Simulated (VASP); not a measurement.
Crystal: SrO.

```
Sr O
1.0
     0.00000    2.80640    2.80640
     2.80640    0.00000    2.80640
     2.80640    2.80640    0.00000
Sr O
1 1
Direct
  0.00000 0.00000 0.00000
  0.25000 0.25000 0.25000
```

* Program: VASP 6.6.1
* Task: relaxation of cell and atoms
* Functional: LDA
* Potentials or basis: VASP PAW LDA potentials, release 64 (Sr_sv, O)
* Cutoff: 600 eV
* k mesh: 8 × 8 × 8
* Occupations: fermi-dirac, width 0.02 eV
* Spin: no spin polarisation

At the start: pressure -4.2 GPa; volume 22.10 Å³/atom.

How do energy, volume and symmetry change on relaxing?

Over 3 steps the energy falls by 19.8 meV/atom and the volume is 20.68 Å³/atom (-6.5 %); space group F-43m (No. 216, to 0.1 Å) before and after.

The path:
```
step  energy change (eV)  largest force (eV/Å)  pressure (GPa)  volume (Å³)
   1              0.0000                0.0000           -4.19        44.21
   2             -0.0364                0.0000            1.39        40.61
   3             -0.0395                0.0000            0.00        41.35
```

Final structure:
```yaml
crystal:
  lattice:
    - [0.00000, 2.74466, 2.74466]
    - [2.74466, 0.00000, 2.74466]
    - [2.74466, 2.74466, 0.00000]
  atoms:
    - { symbol: Sr, position: [0.00000, 0.00000, 0.00000] }
    - { symbol: O, position: [0.25000, 0.25000, 0.25000] }
```
